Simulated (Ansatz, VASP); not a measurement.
**V: VASP beside Ansatz**

```
CELL_PARAMETERS angstrom
0.00000 1.90798 1.90798
1.90798 0.00000 1.90798
3.81595 3.81595 0.00000
ATOMIC_POSITIONS crystal
V 0.00000 0.00000 0.00000
V 0.00000 0.00000 0.50000
```

Alike in both runs: task single point; functional PBE; k mesh 18 × 18 × 9; occupations gaussian, width 0.05 eV; collinear spin.

|  | VASP | Ansatz |
| --- | --- | --- |
| version | VASP 6.6.1 | Ansatz 0.2.0 |
| potentials or method | VASP PAW PBE potentials, release 64 (V_sv), cutoff 520 eV | scalar-relativistic, plane waves, PAW |
| valence electrons in the cell | 26 | 26 |

VASP gave:

* pressure (GPa): 0.2
* net moment per atom (μB): 0.00

Problem. What did Ansatz give for the same quantities?

Solution. Pressure (GPa): 0.0; net moment per atom (μB): 0.00.

Ansatz's warnings: seeded moment not kept.
